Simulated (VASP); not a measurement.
# Ir (Fd-3m) in VASP: notebook

Ir is run at these levels: PBE; tasks: single point, relaxation of cell and atoms.

Everything below comes from runs of VASP 6.6.1. Logs are shortened: lines on timing, memory, paths and dates and some standing lists are left out, and cuts for length are marked.

## 1. The cell of the first run

It takes space group Fd-3m (No. 227, cubic). Conventional cell: a = 5.572 Å, b = 5.572 Å, c = 5.572 Å, α = 90.00°, β = 90.00°, γ = 90.00°. Within 3.2 Å of Ir (site symmetry -43m) lie 4 Ir at 2.41 Å.

This isn't the form of Ir at room conditions, which is fcc.

## 2. Single point, PBE

INCAR reads:

```
SYSTEM = Ir
PREC     = Accurate       ! precision mode
ENCUT    = 520            ! plane-wave cutoff, eV
EDIFF    = 1E-6           ! SCF threshold, eV
ISMEAR   = 0              ! smearing method
SIGMA    = 0.1            ! smearing width, eV
LREAL    = .False.        ! projectors in reciprocal space
LASPH    = .True.         ! aspherical terms in the spheres
NELM     = 80             ! most SCF steps
ALGO     = Normal         ! electronic algorithm
ISIF     = 2              ! what is computed and relaxed
LWAVE    = .False.        ! write WAVECAR
LCHARG   = .True.         ! write CHGCAR
GGA      = PE             ! functional
LELF     = .True.         ! ELF
LVHAR    = .True.       
NBANDS   = 16             ! bands
```

KPOINTS reads:

```
Automatic mesh
0
Gamma
  6 6 6
  0 0 0
```

POSCAR reads:

```
Ir
1.0
    0.0000000000      2.7859289641      2.7859289641
    2.7859289641      0.0000000000      2.7859289641
    2.7859289641      2.7859289641      0.0000000000
Ir
2
Direct
    0.0000000000      0.0000000000      0.0000000000
    0.2500000000      0.2500000000      0.2500000000
```

Potentials or basis: VASP PAW PBE potentials, release 64 (Ir).

Run with:

```sh
$ cat potpaw_PBE.64/Ir/POTCAR > POTCAR
$ mpirun -np 1 vasp_std > vasp.out
```

OUTCAR:

```text
SYSTEM = Ir
   PREC = Accurate
   ENCUT = 520
   EDIFF = 1E-6
   ISMEAR = 0
   LREAL = .False.
   LASPH = .True.
   NELM = 80
   ISIF = 2
   GGA = PE

 ion  position               nearest neighbor table
   1  0.000  0.000  0.000-   2 2.41   2 2.41   2 2.41   2 2.41
   2  0.250  0.250  0.250-   1 2.41   1 2.41   1 2.41   1 2.41

  LATTYP: Found a face centered cubic cell.
 ALAT       =     5.5718579282

  Lattice vectors:

 A1 = (   0.0000000000,   2.7859289641,   2.7859289641)
 A2 = (   2.7859289641,   0.0000000000,   2.7859289641)
 A3 = (   2.7859289641,   2.7859289641,   0.0000000000)

Analysis of symmetry for initial positions (statically):
=====================================================================
 Subroutine PRICEL returns:
 Original cell was already a primitive cell.

 Routine SETGRP: Setting up the symmetry group for a
 face centered cubic supercell.

 Subroutine GETGRP returns: Found 48 space group operations
 (whereof 24 operations were pure point group operations)
 out of a pool of 48 trial point group operations.

The static configuration has the point symmetry T_d .
 The point group associated with its full space group is O_h .

Analysis of symmetry for dynamics (positions and initial velocities):
=====================================================================
 Subroutine PRICEL returns:
 Original cell was already a primitive cell.

 Routine SETGRP: Setting up the symmetry group for a
 face centered cubic supercell.

 Subroutine GETGRP returns: Found 48 space group operations
 (whereof 24 operations were pure point group operations)
 out of a pool of 48 trial point group operations.

The dynamic configuration has the point symmetry T_d .
 The point group associated with its full space group is O_h .

 Subroutine INISYM returns: Found 48 space group operations
 (whereof 24 operations are pure point group operations),
 and found     1 'primitive' translations

----------------------------------------------------------------------------------------

                                     Primitive cell

  volume of cell :      43.2454

  direct lattice vectors                    reciprocal lattice vectors
     0.000000000  2.785928964  2.785928964    -0.179473349  0.179473349  0.179473349
     2.785928964  0.000000000  2.785928964     0.179473349 -0.179473349  0.179473349
     2.785928964  2.785928964  0.000000000     0.179473349  0.179473349 -0.179473349

  length of vectors
     3.939898525  3.939898525  3.939898525     0.310856958  0.310856958  0.310856958

  position of ions in fractional coordinates (direct lattice)
     0.000000000  0.000000000  0.000000000
     0.250000000  0.250000000  0.250000000

  ion indices of the primitive-cell ions
   primitive index   ion index
                 1           1
                 2           2

----------------------------------------------------------------------------------------

 KPOINTS: Automatic mesh

Automatic generation of k-mesh.
 Grid dimensions read from file:
 generate k-points for:    6    6    6

 Generating k-lattice:

  Cartesian coordinates                     Fractional coordinates (reciprocal lattice)
    -0.029912225  0.029912225  0.029912225     0.166666667  0.000000000  0.000000000
     0.029912225 -0.029912225  0.029912225     0.000000000  0.166666667  0.000000000
     0.029912225  0.029912225 -0.029912225     0.000000000  0.000000000  0.166666667

  Length of vectors
     0.051809493  0.051809493  0.051809493

  Shift w.r.t. Gamma in fractional coordinates (k-lattice)
     0.000000000  0.000000000  0.000000000

 Subroutine IBZKPT returns following result:
 ===========================================

 Found     16 irreducible k-points:

 Following reciprocal coordinates:
            Coordinates               Weight
  0.000000  0.000000  0.000000      1.000000
  0.166667  0.000000  0.000000      8.000000
  0.333333  0.000000  0.000000      8.000000
  0.500000  0.000000  0.000000      4.000000
  0.166667  0.166667  0.000000      6.000000
  0.333333  0.166667  0.000000     24.000000
[... 8 lines left out ...]
 -0.333333  0.333333  0.166667     24.000000
 -0.333333  0.500000  0.166667     12.000000
   k-points           NKPTS =     16   k-points in BZ     NKDIM =     16   number of bands    NBANDS=     16
   number of dos      NEDOS =    301   number of ions     NIONS =      2
   total plane-waves  NPLWV =  27000
   dimension x,y,z NGX =    30 NGY =   30 NGZ =   30
   dimension x,y,z NGXF=    60 NGYF=   60 NGZF=   60
   ions per type =               2
   NGX,Y,Z   is equivalent  to a cutoff of  12.66, 12.66, 12.66 a.u.
   NGXF,Y,Z  is equivalent  to a cutoff of  25.32, 25.32, 25.32 a.u.
 SYSTEM =  Ir
   PREC   = accura    normal or accurate (medium, high low for compatibility)
   ISTART =      0    job   : 0-new  1-cont  2-samecut
   ICHARG =      2    charge: 1-file 2-atom 10-const
   ISPIN  =      1    spin polarized calculation?
   LNONCOLLINEAR =      F non collinear calculations
   LSORBIT =      F    spin-orbit coupling
   LASPH  =      T    aspherical Exc in radial PAW
   ENCUT  =  520.0 eV  38.22 Ry    6.18 a.u.   7.33  7.33  7.33*2*pi/ulx,y,z
   NELM   =     80;   NELMIN=  2; NELMDL= -5     # of ELM steps
   EDIFF  = 0.1E-05   stopping-criterion for ELM
   LREAL  =      F    real-space projection
   EDIFFG = 0.1E-04   stopping-criterion for IOM
   NSW    =      0    number of steps for IOM
   IBRION =     -1    ionic relax: 0-MD 1-quasi-New 2-CG
   NFREE  =      0    steps in history (QN), initial steepest desc. (CG)
   ISIF   =      2    stress and relaxation
   ISYM   =      2    0-nonsym 1-usesym 2-fastsym
   POTIM  = 0.5000    time-step for ionic-motion
   TEBEG  =    0.0;   TEEND  =   0.0 temperature during run
   PSTRESS=    0.0 pullay stress
   NELECT =      18.0000    total number of electrons
   NUPDOWN=      -1.0000    fix difference up-down
   EMIN   =  10.00;   EMAX   =-10.00  energy-range for DOS
   EFERMI =   0.00;   METHOD = LEGACY
   ISMEAR =     0;   SIGMA  =   0.10  broadening in eV -4-tet -1-fermi 0-gaus
   EFERMI_NEDOS =   21; number of points for ismear=-14 and -15
   IALGO  =     38    algorithm
   IMIX   =      4    mixing-type and parameters
     AMIX     =   0.40;   BMIX     =  1.00
     AMIX_MAG =   1.60;   BMIX_MAG =  1.00
  volume/ion in A,a.u.               =      21.62       145.92
  Fermi-wavevector in a.u.,A,eV,Ry     =   1.222322  2.309854 20.328071  1.494071
  Thomas-Fermi vector in A             =   2.357473
   LORBIT       =      0    0 simple, 1 ext, 2 COOP (PROOUT), +10 PAW based schemes
   GGA     = PE    functional components
   LHFCALC =     F    Hartree Fock is set to
   AEXX    =    0.0000 exact exchange contribution
   IVDW    =     0    specifies the selected vdW correction
   LEPSILON=     F    determine dielectric tensor
   LRPA    =     F    only Hartree local field effects (RPA)
 non-spin polarized calculation
 Gauss-broadening in eV      SIGMA  =   0.10
  energy-cutoff  :      520.00
  volume of cell :       43.25
 maximum number of plane-waves:      1211
 NGX is ok and might be reduce to    30
   NGX = 15   NGY = 15   NGZ = 15

 number of electron      17.9999998 magnetization

 Free energy of the ion-electron system (eV)
  ---------------------------------------------------
  ext. energy  EPLUGINS =         0.00000000
  ---------------------------------------------------
  free energy    TOTEN  =       -15.70025001 eV

  energy without entropy =      -15.68934611  energy(sigma->0) =      -15.69479806

 E-fermi :   5.1762     XC(G=0): -11.1418

 val. band max:        5.0894755737   @ k =   0.3333   0.1667   0.0000
 cond. band min:       5.2133720610   @ k =  -0.3333   0.3333   0.0000
 fundamental gap:      0.1238964873
 Fermi energy:         5.1761720494

 k-point     1 :       0.0000    0.0000    0.0000
  band No.  band energies     occupation
      1      -2.7830      2.00000
      2       0.1747      2.00000
      3       0.1747      2.00000
      4       0.5598      2.00000
      5       0.5598      2.00000
      6       0.5598      2.00000
[... 8 lines left out ...]
     15      17.6011      0.00000
     16      17.6011      0.00000

 k-point     2 :       0.1667    0.0000    0.0000
  band No.  band energies     occupation
      1      -2.3209      2.00000
      2      -0.0199      2.00000
      3      -0.0199      2.00000
      4       0.5106      2.00000
      5       0.8999      2.00000
      6       0.8999      2.00000
[... 8 lines left out ...]
     15      16.2302      0.00000
     16      17.5843      0.00000

 k-point     3 :       0.3333    0.0000    0.0000
  band No.  band energies     occupation
      1      -1.2445      2.00000
      2       0.0335      2.00000
      3       0.0335      2.00000
      4       0.4038      2.00000
      5       0.9226      2.00000
      6       0.9226      2.00000
[... 8 lines left out ...]
     15      14.9773      0.00000
     16      18.3269      0.00000

 k-point     4 :       0.5000    0.0000    0.0000
  band No.  band energies     occupation
      1      -0.6048      2.00000
      2       0.2577      2.00000
      3       0.3493      2.00000
      4       0.3493      2.00000
      5       0.5417      2.00000
      6       0.5417      2.00000
[... 8 lines left out ...]
     15      14.8392      0.00000
     16      18.2528      0.00000
[... 172 lines left out ...]
 k-point    14 :       0.5000    0.3333    0.1667
  band No.  band energies     occupation
      1      -0.5016      2.00000
      2      -0.4023      2.00000
      3      -0.0305      2.00000
      4       0.5567      2.00000
      5       1.0765      2.00000
      6       1.8814      2.00000
[... 8 lines left out ...]
     15      16.3605      0.00000
     16      17.6589      0.00000

 k-point    15 :      -0.3333    0.3333    0.1667
  band No.  band energies     occupation
      1      -0.5043      2.00000
      2      -0.3543      2.00000
      3       0.2287      2.00000
      4       0.4779      2.00000
      5       1.3832      2.00000
      6       1.6469      2.00000
[... 8 lines left out ...]
     15      16.7610      0.00000
     16      19.1208      0.00000

 k-point    16 :      -0.3333    0.5000    0.1667
  band No.  band energies     occupation
      1      -0.4923      2.00000
      2      -0.4923      2.00000
      3       0.4765      2.00000
      4       0.4765      2.00000
      5       1.8265      2.00000
      6       1.8265      2.00000
[... 8 lines left out ...]
     15      17.1886      0.00000
     16      17.1886      0.00000

------------------------ aborting loop because EDIFF is reached ----------------------------------------

  FORCE on cell =-STRESS in cart. coord.  units (eV):
  Direction    XX          YY          ZZ          XY          YZ          ZX
  --------------------------------------------------------------------------------------
  -------------------------------------------------------------------------------------
  Total       -0.0783890     -0.0783890     -0.0783890      0.0000000     -0.0000000      0.0000000
  in kB       -2.9041928     -2.9041928     -2.9041928      0.0000000     -0.0000000      0.0000000
  external PRESSURE =      -2.9041928 kB  Pullay stress =       0.0000000 kB

 VOLUME and BASIS-vectors are now :
 -----------------------------------------------------------------------------
  energy-cutoff  :      520.00
  volume of cell :       43.25
      direct lattice vectors                 reciprocal lattice vectors
     0.000000000  2.785928964  2.785928964    -0.179473349  0.179473349  0.179473349
     2.785928964  0.000000000  2.785928964     0.179473349 -0.179473349  0.179473349
     2.785928964  2.785928964  0.000000000     0.179473349  0.179473349 -0.179473349

 POSITION                                       TOTAL-FORCE (eV/Angst)
 -----------------------------------------------------------------------------------
      0.00000      0.00000      0.00000        -0.000000     -0.000000     -0.000000
      1.39296      1.39296      1.39296         0.000000      0.000000      0.000000
 -----------------------------------------------------------------------------------
    total drift:                                0.000000     -0.000000      0.000000

  FREE ENERGIE OF THE ION-ELECTRON SYSTEM (eV)
  ---------------------------------------------------
  free  energy   TOTEN  =       -15.7002500107 eV

  energy  without entropy=      -15.6893461076  energy(sigma->0) =      -15.69479806
```

Run time: 14 s. Hardware: 1 thread of Intel Xeon 8259CL, shared host; peak memory 0.17 GiB.

What came out:

| Item | Value |
| --- | --- |
| Free energy | -15.7003 eV |
| Pressure | -0.3 GPa |
| Band gap on the k mesh | zero (bands 9 and 10 overlap by 1.31 eV) |

Caveat: spin-orbit coupling is left out, which moves the levels of the heavy elements.

[end of part 1 of 2]
